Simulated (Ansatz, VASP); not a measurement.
One calculation of TiC, two programs

```
Ti C
1.0
     3.05371    0.00000    0.00000
     0.00000    3.05371    0.00000
     0.00000    0.00000   28.95580
Ti C
7 7
Direct
  0.50000 0.50000 0.28080
  0.00000 0.00000 0.35281
  0.50000 0.50000 0.42629
  0.00000 0.00000 0.50000
  0.50000 0.50000 0.57371
  0.00000 0.00000 0.64719
  0.50000 0.50000 0.71920
  0.00000 0.00000 0.27706
  0.50000 0.50000 0.35177
  0.00000 0.00000 0.42579
  0.50000 0.50000 0.50000
  0.00000 0.00000 0.57421
  0.50000 0.50000 0.64823
  0.00000 0.00000 0.72294
```

Alike in both runs: functional PBEsol; k mesh 10 × 10 × 1; occupations gaussian, width 0.1 eV; no spin polarisation.

Ansatz relaxed the structure, and its values are those at the end. VASP's run is a single point on that final structure, the one shown.

|  | VASP | Ansatz |
| --- | --- | --- |
| version | VASP 6.6.1 | Ansatz 0.2.0 |
| potentials or method | VASP PAW PBE potentials, release 64 (Ti_sv, C), cutoff 520 eV | plane-wave PAW, scalar-relativistic |
| valence electrons in the cell | 112 | 112 |

```csv
,VASP,Ansatz,Ansatz less VASP
rms of the force components (eV/Å),0.004,0.002,-0.0017
```

VASP's potentials were made for PBE, not for PBEsol, and Ansatz warns of the same on its side. Ansatz's warnings: vacuum below fermi.
